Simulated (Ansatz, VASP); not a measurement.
**Two plane-wave programs on InSb**

INCAR

```
PREC = Accurate
ENCUT = 520
EDIFF = 1E-7
ISMEAR = 0
SIGMA = 0.15
LREAL = F
LASPH = T
NELM = 80
ALGO = Normal
ISIF = 2
LWAVE = F
LCHARG = T
GGA = PE
LELF = T
LVHAR = T
NBANDS = 16
```

The input KPOINTS:

```
Automatic mesh
0
Gamma
  18 18 18
```

Contents of POSCAR:

```
InSb
1.0
    0.0000000000      3.3174249940      3.3174249940
    3.3174249940      0.0000000000      3.3174249940
    3.3174249940      3.3174249940      0.0000000000
In Sb
1 1
Direct
    0.0000000000      0.0000000000      0.0000000000
    0.7500000000      0.7500000000      0.7500000000
```

Input for Ansatz:

```yaml
crystal:
  lattice:
    - [0.0, 3.317424994, 3.317424994]
    - [3.317424994, 0.0, 3.317424994]
    - [3.317424994, 3.317424994, 0.0]
  atoms:
    - { symbol: In, position: [0.0, 0.0, 0.0] }
    - { symbol: Sb, position: [0.75, 0.75, 0.75] }
basis:
  ecutwfc: 420
kpoints:
  mp_grid: { grid: [18, 18, 18] }
hamiltonian:
  xc: pbe
scf:
  occupations: { method: gaussian, width: 0.15 }
output:
  forces: true
  stress: true
  eigenvalues: true
```

Alike in both runs: task single point; functional PBE; k mesh 18 × 18 × 18; occupations gaussian, width 0.15 eV; no spin polarisation.

```csv
,VASP,Ansatz
version,VASP 6.6.1,Ansatz 0.2.0
potentials or method,"VASP PAW PBE potentials, release 64 (In_d, Sb), cutoff 520 eV","scalar-relativistic, plane waves, PAW"
valence electrons in the cell,18,28
```

|  | VASP | Ansatz | Ansatz less VASP |
| --- | --- | --- | --- |
| gap on the k mesh at the Fermi level (eV) | none | none | - |
| pressure (GPa) | 0.0 | 0.0 | +0.02 |

A gap of «none» marks a metal or a gap that the smearing closes. With one functional, cell and mesh, what is left measures potentials, basis and numerics. VASP's potentials hold 18 valence electrons a cell and Ansatz's 28, so a difference there can come from the potentials and not from the codes.

Neither program's run includes spin-orbit coupling.
